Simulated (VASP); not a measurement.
# TiBr2F (P6/mmm) in VASP: notebook

The runs below take TiBr2F through single point, relaxation of cell and atoms, with PBE.

Program: VASP 6.6.1. These are calculated values, not measurements. Logs are shortened: lines on timing, memory, paths and dates and some standing lists are left out, and cuts for length are marked.

**1. The cell of the first run**

The structure is hexagonal, space group P6/mmm (No. 191). The conventional cell has a = 5.065 Å, b = 5.065 Å, c = 3.932 Å, α = 90.00°, β = 90.00°, γ = 120.00°. Ti (site symmetry 6/mmm) has 2 F at 1.97 Å within 2.6 Å. Within 4.0 Å of Br (site symmetry -6m2) lie 5 Br at 2.92 to 3.93 Å and 3 Ti at 2.92 Å and 6 F at 3.52 Å. Within 2.6 Å of F (site symmetry 6/mmm) lie 2 Ti at 1.97 Å.

The cell was generated, and may not be a known phase.

**2. Single point, PBE, collinear spin**

The input, INCAR:

```
SYSTEM = TiBr2F
PREC     = Accurate       ! precision mode
ENCUT    = 520            ! plane-wave cutoff, eV
EDIFF    = 1E-6           ! SCF threshold, eV
ISMEAR   = 0              ! smearing method
SIGMA    = 0.1            ! smearing width, eV
LREAL    = .FALSE.        ! projectors in reciprocal space
LASPH    = .TRUE.         ! aspherical terms in the spheres
NELM     = 150            ! most SCF steps
ALGO     = Normal         ! electronic algorithm
ISIF     = 2              ! what is computed and relaxed
LWAVE    = .FALSE.        ! write WAVECAR
LCHARG   = .FALSE.        ! write CHGCAR
ISPIN    = 2              ! spin polarisation
MAGMOM   = 1 0 0 0        ! initial moments
LORBIT   = 11             ! projections on sites
LMAXMIX  = 4              ! l up to which the mixer works
GGA      = PE             ! functional
NBANDS   = 28             ! bands
```

The input, KPOINTS:

```
regular mesh
0
G
  6 6 4
  0 0 0
```

The input, POSCAR:

```
TiBr2F
1.0
    5.0645263287      0.0000000000      0.0000000000
   -2.5322631644      4.3860084588      0.0000000000
    0.0000000000      0.0000000000      3.9322729669
Ti Br F
1 2 1
Direct
    0.0000000000      0.0000000000      0.5000000000
    0.3333333333      0.6666666667      0.5000000000
    0.6666666667      0.3333333333      0.5000000000
    0.0000000000      0.0000000000      0.0000000000
```

Potentials or basis: VASP PAW PBE potentials, release 64 (Ti_sv, Br, F).

Run with:

```
> cat potpaw_PBE.64/Ti_sv/POTCAR potpaw_PBE.64/Br/POTCAR potpaw_PBE.64/F/POTCAR > POTCAR
> mpirun -np 1 vasp_std > vasp.out
```

OUTCAR:

```text
SYSTEM = TiBr2F
   PREC = Accurate
   ENCUT = 520
   EDIFF = 1E-6
   ISMEAR = 0
   LREAL = .FALSE.
   LASPH = .TRUE.
   NELM = 150
   ISIF = 2
   ISPIN = 2
   LORBIT = 11
   GGA = PE

 ion  position               nearest neighbor table
   1  0.000  0.000  0.500-   4 1.97   4 1.97
   2  0.333  0.667  0.500-
   3  0.667  0.333  0.500-
   4  0.000  0.000  0.000-   1 1.97   1 1.97

  LATTYP: Found a hexagonal cell.
 ALAT       =     5.0645263287
 C/A-ratio  =     0.7764344998

  Lattice vectors:

 A1 = (   5.0645263287,   0.0000000000,   0.0000000000)
 A2 = (  -2.5322631644,   4.3860084588,   0.0000000000)
 A3 = (   0.0000000000,   0.0000000000,   3.9322729669)

Analysis of symmetry for initial positions (statically):
=====================================================================
 Subroutine PRICEL returns:
 Original cell was already a primitive cell.

 Routine SETGRP: Setting up the symmetry group for a
 hexagonal supercell.

 Subroutine GETGRP returns: Found 24 space group operations
 (whereof 24 operations were pure point group operations)
 out of a pool of 24 trial point group operations.

The static configuration has the point symmetry D_6h.

Analysis of symmetry for dynamics (positions and initial velocities):
=====================================================================
 Subroutine PRICEL returns:
 Original cell was already a primitive cell.

 Routine SETGRP: Setting up the symmetry group for a
 hexagonal supercell.

 Subroutine GETGRP returns: Found 24 space group operations
 (whereof 24 operations were pure point group operations)
 out of a pool of 24 trial point group operations.

The dynamic configuration has the point symmetry D_6h.

Analysis of structural, dynamic, and magnetic symmetry:
=====================================================================
 Subroutine PRICEL returns:
 Original cell was already a primitive cell.

 Routine SETGRP: Setting up the symmetry group for a
 hexagonal supercell.

 Subroutine GETGRP returns: Found 24 space group operations
 (whereof 24 operations were pure point group operations)
 out of a pool of 24 trial point group operations.

The overall configuration has the point symmetry D_6h.

 Subroutine INISYM returns: Found 24 space group operations
 (whereof 24 operations are pure point group operations),
 and found     1 'primitive' translations

----------------------------------------------------------------------------------------

                                     Primitive cell

  volume of cell :      87.3478

  direct lattice vectors                    reciprocal lattice vectors
     5.064526329  0.000000000  0.000000000     0.197451832  0.113998868  0.000000000
    -2.532263164  4.386008459  0.000000000     0.000000000  0.227997736  0.000000000
     0.000000000  0.000000000  3.932272967     0.000000000  0.000000000  0.254305845

  length of vectors
     5.064526329  5.064526329  3.932272967     0.227997736  0.227997736  0.254305845

  position of ions in fractional coordinates (direct lattice)
     0.000000000  0.000000000  0.500000000
     0.333333333  0.666666667  0.500000000
     0.666666667  0.333333333  0.500000000
     0.000000000  0.000000000  0.000000000

  ion indices of the primitive-cell ions
   primitive index   ion index
                 1           1
                 2           2
                 3           3
                 4           4

----------------------------------------------------------------------------------------

 KPOINTS: regular mesh

Automatic generation of k-mesh.
 Grid dimensions read from file:
 generate k-points for:    6    6    4

 Generating k-lattice:

  Cartesian coordinates                     Fractional coordinates (reciprocal lattice)
     0.032908639  0.018999811  0.000000000     0.166666667  0.000000000  0.000000000
     0.000000000  0.037999623  0.000000000     0.000000000  0.166666667  0.000000000
     0.000000000  0.000000000  0.063576461     0.000000000  0.000000000  0.250000000

  Length of vectors
     0.037999623  0.037999623  0.063576461

[... 43 lines left out ...]
 spin polarized calculation
 Gauss-broadening in eV      SIGMA  =   0.10
  energy-cutoff  :      520.00
  volume of cell :       87.35
 maximum number of plane-waves:      2380
 NGX is ok and might be reduce to    40
   NGX = 19   NGY = 19   NGZ = 15

 number of electron      32.9999999 magnetization       1.0000216

 Free energy of the ion-electron system (eV)
  ---------------------------------------------------
  ext. energy  EPLUGINS =         0.00000000
  ---------------------------------------------------
  free energy    TOTEN  =       -18.99413905 eV

  energy without entropy =      -18.96732471  energy(sigma->0) =      -18.98073188

 E-fermi :   3.6126     XC(G=0):  -9.1259

 val. band max:        3.5918850440   @ k =   0.3333   0.0000   0.2500
 cond. band min:       3.6143042658   @ k =   0.1667   0.0000   0.2500
 fundamental gap:      0.0224192218
 Fermi energy:         3.6126365110

 spin component 1

 k-point     1 :       0.0000    0.0000    0.0000
  band No.  band energies     occupation
      1     -55.2123      1.00000
      2     -31.5896      1.00000
      3     -31.3918      1.00000
      4     -31.3918      1.00000
      5     -21.7511      1.00000
      6     -12.8177      1.00000
[... 20 lines left out ...]
     27      13.3734      0.00000
[... 597 lines left out ...]
      5     -21.2398      1.00000
      6     -11.7507      1.00000
[... 20 lines left out ...]
     27      12.8774      0.00000
     28      14.7203      0.00000
 Fermi energy:         3.6126365110

 spin component 2

 k-point     1 :       0.0000    0.0000    0.0000
  band No.  band energies     occupation
      1     -54.2006      1.00000
      2     -30.5809      1.00000
      3     -30.3862      1.00000
      4     -30.3862      1.00000
      5     -21.7682      1.00000
      6     -12.8651      1.00000
[... 20 lines left out ...]
     27      13.3885      0.00000
[... 598 lines left out ...]
      6     -11.8036      1.00000
[... 20 lines left out ...]
     27      13.2352      0.00000
     28      14.8683      0.00000

------------------------ aborting loop because EDIFF is reached ----------------------------------------

  FORCE on cell =-STRESS in cart. coord.  units (eV):
  Direction    XX          YY          ZZ          XY          YZ          ZX
  --------------------------------------------------------------------------------------
  -------------------------------------------------------------------------------------
  Total        0.0118669      0.0118669      0.2148749     -0.0000000     -0.0000000     -0.0000000
  in kB        0.2176686      0.2176686      3.9413431     -0.0000000     -0.0000000     -0.0000000
  external PRESSURE =       1.4588935 kB  Pullay stress =       0.0000000 kB

 VOLUME and BASIS-vectors are now :
 -----------------------------------------------------------------------------
  energy-cutoff  :      520.00
  volume of cell :       87.35
      direct lattice vectors                 reciprocal lattice vectors
     5.064526329  0.000000000  0.000000000     0.197451832  0.113998868  0.000000000
    -2.532263164  4.386008459  0.000000000     0.000000000  0.227997736  0.000000000
     0.000000000  0.000000000  3.932272967     0.000000000  0.000000000  0.254305845

 POSITION                                       TOTAL-FORCE (eV/Angst)
 -----------------------------------------------------------------------------------
      0.00000      0.00000      1.96614         0.000000      0.000000      0.000000
     -0.00000      2.92401      1.96614        -0.000000      0.000000      0.000000
      2.53226      1.46200      1.96614         0.000000     -0.000000      0.000000
      0.00000      0.00000      0.00000        -0.000000      0.000000      0.000000
 -----------------------------------------------------------------------------------
    total drift:                                0.000000      0.000000      0.000000

  FREE ENERGIE OF THE ION-ELECTRON SYSTEM (eV)
  ---------------------------------------------------
  free  energy   TOTEN  =       -18.9941390530 eV

  energy  without entropy=      -18.9673247086  energy(sigma->0) =      -18.98073188

 total charge

# of ion       s       p       d       tot
------------------------------------------
    1        2.115   6.078   1.793   9.986
    2        1.627   3.204   0.030   4.861
    3        1.627   3.204   0.030   4.861
    4        1.738   4.366   0.000   6.104
--------------------------------------------------
tot          7.108  16.852   1.853  25.813

 magnetization (x)

# of ion       s       p       d       tot
------------------------------------------
    1        0.007   0.006   0.969   0.981
    2       -0.000  -0.054   0.002  -0.052
    3       -0.000  -0.054   0.002  -0.052
    4       -0.001  -0.017   0.000  -0.018
--------------------------------------------------
tot          0.006  -0.119   0.973   0.859
```

Wall time 2.8 min (1 thread of Intel Xeon 8259CL, shared host); peak memory 0.29 GiB.

What came out:

```
Free energy                                           : -18.9941 eV
Pressure                                              : 0.1 GPa
Band gap on the k mesh                                : zero (filled and empty bands overlap)
Net moment                                            : 1.00 μB per cell
Site moments                                          : Ti +0.98; Br -0.05; F -0.02 μB
Valence electrons inside the program's atomic spheres : Ti 9.99; Br 4.86; F 6.10
```

Levels at points of the mesh, in eV from the Fermi level:
Spin up:
```tsv
k point	band 14	band 15	band 16	band 17	band 18	band 19	band 20	band 21
(0.00, 0.00, 0.00)	-2.26	-2.26	-1.33	-0.48	-0.48	0.55	0.79	0.79
(0.50, 0.00, 0.00)	-2.31	-2.16	-2.01	-0.51	-0.26	-0.04	1.21	1.39
(0.00, 0.00, 0.50)	-2.33	-2.32	-2.32	0.48	0.48	0.81	0.81	1.18
(0.50, 0.00, 0.50)	-3.28	-2.21	-2.08	-0.22	0.44	0.65	1.42	2.32
```
Spin down:
```tsv
k point	band 13	band 14	band 15	band 16	band 17	band 18	band 19	band 20
(0.00, 0.00, 0.00)	-3.11	-2.28	-2.28	-1.35	0.74	0.74	1.05	1.60
(0.50, 0.00, 0.00)	-2.80	-2.22	-2.08	-2.03	0.54	0.69	1.10	1.70
(0.00, 0.00, 0.50)	-4.68	-2.35	-2.33	-2.33	1.61	1.61	1.62	1.62
(0.50, 0.00, 0.50)	-3.72	-3.29	-2.13	-1.97	0.60	1.54	1.82	1.98
```

Caveat: the k points lie up to 0.40 Å⁻¹ apart, too coarse for converged energies and pressures of a metal; semilocal functionals often make such compounds metallic where correlation or magnetic order opens a gap, which also shifts bond lengths.

**3. Single point, PBE, collinear spin**

This run uses another cell than the first one, of 24.48 Å³/atom.

The input, INCAR:

```
ALGO = Normal
EDIFF = 1E-7
ENCUT = 520
GGA = PE
ISIF = 2
ISMEAR = 0
ISPIN = 2
LASPH = True
LCHARG = False
LMAXMIX = 4
LORBIT = 11
LREAL = False
LWAVE = False
MAGMOM = 1 0 0 0
NBANDS = 28
NELM = 150
PREC = Accurate
SIGMA = 0.1
```

The input, KPOINTS:

```
k-points
0
Gamma
  6 6 4
```

The input, POSCAR:

```
TiBr2F
1.0
    4.2293198000      0.0000000000      0.0000000000
   -2.1146599000      3.6626983900      0.0000000000
    0.0000000000      0.0000000000      6.3207423200
Ti Br F
1 2 1
Direct
    0.0000000000      0.0000000000      0.5000000000
    0.3333333300      0.6666666700      0.5000000000
    0.6666666700      0.3333333300      0.5000000000
    0.0000000000      0.0000000000      0.0000000000
```

Potentials or basis: VASP PAW PBE potentials, release 64 (Ti_sv, Br, F).

Run with:

```
> cat potpaw_PBE.64/Ti_sv/POTCAR potpaw_PBE.64/Br/POTCAR potpaw_PBE.64/F/POTCAR > POTCAR
> mpirun -np 1 vasp_std > vasp.out
```

Run time: 2.9 min. Hardware: 1 thread of Intel Xeon 8259CL, shared host; peak memory 0.29 GiB.

It converged, with:

- Free energy: -11.9005 eV
- Pressure: 22.8 GPa
- Net moment: 1.11 μB per cell
- Site moments: Ti +0.96; Br -0.02; F -0.03 μB
- Valence electrons inside the program's atomic spheres: Ti 10.39; Br 5.11; F 5.97

Stress tensor (GPa, compression positive):
```
 41.54   0.00   0.00
  0.00  41.54   0.00
  0.00   0.00 -14.78
```

Levels at points of the mesh, in eV from the Fermi level:
Spin up:
```csv
k point,band 14,band 15,band 16,band 17,band 18,band 19,band 20,band 21
"(0.00, 0.00, 0.00)",-1.03,-0.38,-0.38,-0.37,-0.37,0.32,2.58,2.58
"(0.50, 0.00, 0.00)",-1.09,-0.68,-0.67,-0.44,0.50,0.75,1.08,4.61
"(0.00, 0.00, 0.50)",-1.52,-0.61,-0.61,-0.15,-0.15,0.96,2.58,2.58
"(0.50, 0.00, 0.50)",-1.36,-0.85,-0.59,-0.26,0.50,1.08,1.28,4.61
```
Spin down:
```tsv
k point	band 14	band 15	band 16	band 17	band 18	band 19
(0.00, 0.00, 0.00)	-1.15	-0.39	-0.39	0.76	0.97	0.97
(0.50, 0.00, 0.00)	-1.20	-0.68	-0.45	0.56	0.99	1.27
(0.00, 0.00, 0.50)	-1.54	-0.44	-0.44	1.02	1.02	1.32
(0.50, 0.00, 0.50)	-1.40	-0.61	-0.52	0.65	0.99	1.70
```

Caveat: the stress differs along the axes, from -15 to 42 GPa; semilocal functionals often make such compounds metallic where correlation or magnetic order opens a gap, which also shifts bond lengths.

**4. Relaxation of cell and atoms, PBE, collinear spin**

This run uses another cell than the first one, of 24.48 Å³/atom.

The input, INCAR:

```
SYSTEM = TiBr2F
PREC     = Accurate       ! precision mode
ENCUT    = 600            ! plane-wave cutoff, eV
EDIFF    = 1E-7           ! SCF threshold, eV
ISMEAR   = 0              ! smearing method
SIGMA    = 0.1            ! smearing width, eV
LREAL    = .FALSE.        ! projectors in reciprocal space
LASPH    = .TRUE.         ! aspherical terms in the spheres
NELM     = 150            ! most SCF steps
ALGO     = Normal         ! electronic algorithm
ISIF     = 3              ! what is computed and relaxed
LWAVE    = .FALSE.        ! write WAVECAR
LCHARG   = .FALSE.        ! write CHGCAR
ISPIN    = 2              ! spin polarisation
MAGMOM   = 1 0 0 0        ! initial moments
LORBIT   = 11             ! projections on sites
LMAXMIX  = 4              ! l up to which the mixer works
GGA      = PE             ! functional
IBRION   = 2              ! ionic algorithm
NSW      = 90             ! ionic steps
EDIFFG   = -0.04          ! ionic threshold
```

The input, KPOINTS:

```
Automatic mesh
0
G
  6 6 4
  0 0 0
```

POSCAR is that of step 3.

Run with:

```
> cat potpaw_PBE.64/Ti_sv/POTCAR potpaw_PBE.64/Br/POTCAR potpaw_PBE.64/F/POTCAR > POTCAR
> mpirun -np 1 vasp_std > vasp.out
```

Wall time 40 min (1 thread of Intel Xeon 8259CL, shared host); peak memory 0.37 GiB.

Results (log left out):

| Item | Value |
| --- | --- |
| Free energy | -18.9718 eV |
| Relaxed volume | 21.70 Å³/atom |
| Relaxed cell | a = 5.044 Å, b = 5.044 Å, c = 3.941 Å, α = 90.00°, β = 90.00°, γ = 120.00° |
| Space group after relaxing (to 0.1 Å) | P6/mmm (No. 191) |
| Pressure after relaxing | 0.1 GPa |
| Band gap on the k mesh | zero (filled and empty bands overlap) |
| Net moment | -1.00 μB per cell |
| Site moments | Ti -0.98; Br +0.05; F +0.02 μB |
| Valence electrons inside the program's atomic spheres | Ti 9.99; Br 4.87; F 6.11 |

Stress tensor (GPa, compression positive):
```
0.03 0.00 0.00
0.00 0.03 0.00
0.00 0.00 0.15
```

Final structure:
```
Ti Br F
1.0
     5.04363    0.00000    0.00000
    -2.52182    4.36792    0.00000
     0.00000    0.00000    3.94064
Ti Br F
1 2 1
Direct
  0.00000 0.00000 0.50000
  0.33333 0.66667 0.50000
  0.66667 0.33333 0.50000
  0.00000 0.00000 0.00000
```

Levels at points of the mesh, in eV from the Fermi level:
Spin up:
| k point | band 12 | band 13 | band 14 | band 15 | band 16 | band 17 | band 18 | band 19 | band 20 | band 21 |
| --- | --- | --- | --- | --- | --- | --- | --- | --- | --- | --- |
| (0.00, 0.00, 0.00) | -5.73 | -3.19 | -2.31 | -2.31 | -1.39 | 0.74 | 0.74 | 1.07 | 1.61 | 1.61 |
| (0.50, 0.00, 0.00) | -5.30 | -2.87 | -2.24 | -2.11 | -2.09 | 0.53 | 0.69 | 1.12 | 1.70 | 1.98 |
| (0.00, 0.00, 0.50) | -5.57 | -4.75 | -2.37 | -2.37 | -2.37 | 1.61 | 1.61 | 1.63 | 1.63 | 1.69 |
| (0.50, 0.00, 0.50) | -5.09 | -3.75 | -3.33 | -2.16 | -2.01 | 0.59 | 1.54 | 1.83 | 2.00 | 2.76 |
Spin down:
| k point | band 15 | band 16 | band 17 | band 18 | band 19 | band 20 |
| --- | --- | --- | --- | --- | --- | --- |
| (0.00, 0.00, 0.00) | -2.29 | -1.37 | -0.48 | -0.48 | 0.58 | 0.81 |
| (0.50, 0.00, 0.00) | -2.18 | -2.07 | -0.52 | -0.26 | -0.04 | 1.22 |
| (0.00, 0.00, 0.50) | -2.36 | -2.35 | 0.46 | 0.46 | 0.83 | 0.83 |
| (0.50, 0.00, 0.50) | -2.24 | -2.10 | -0.21 | 0.43 | 0.65 | 1.46 |

Caveat: a cell axis changed by over 15 % at a fixed basis, so the end point is rough; semilocal functionals often make such compounds metallic where correlation or magnetic order opens a gap, which also shifts bond lengths.

**5. Overview**

```csv
task,cell,cutoff (eV),gap on the mesh (eV),pressure (GPa),moment (μB)
single point,"a = 5.065, b = 5.065, c = 3.932 Å, angles 90.0, 90.0, 120.0°, 4 atoms",520,none,0.1,1.00
single point,"a = 4.229, b = 4.229, c = 6.321 Å, angles 90.0, 90.0, 120.0°, 4 atoms",520,none,22.8,1.11
relaxation of cell and atoms,"relaxed from a = 4.229, b = 4.229, c = 6.321 Å, angles 90.0, 90.0, 120.0°, 4 atoms",600,none,0.1,1.00
```

Alike in all rows: level PBE; potentials or basis VASP PAW PBE potentials, release 64 (Ti_sv, Br, F); spin collinear; k mesh 6 × 6 × 4; smearing gaussian 0.1 eV.

Caveats: some runs use coarse meshes; semilocal functionals often make such compounds metallic where correlation or magnetic order opens a gap, which also shifts bond lengths; the stress differs along the axes, from -15 to 42 GPa (at least some runs); a cell axis changed by over 15 % at a fixed basis, so the end point is rough (at least some runs).

Total energies depend on the potentials used, so only differences within one code and one set of settings carry meaning.

The gap in the log of VASP goes by the Fermi energy; the results here count the filled bands.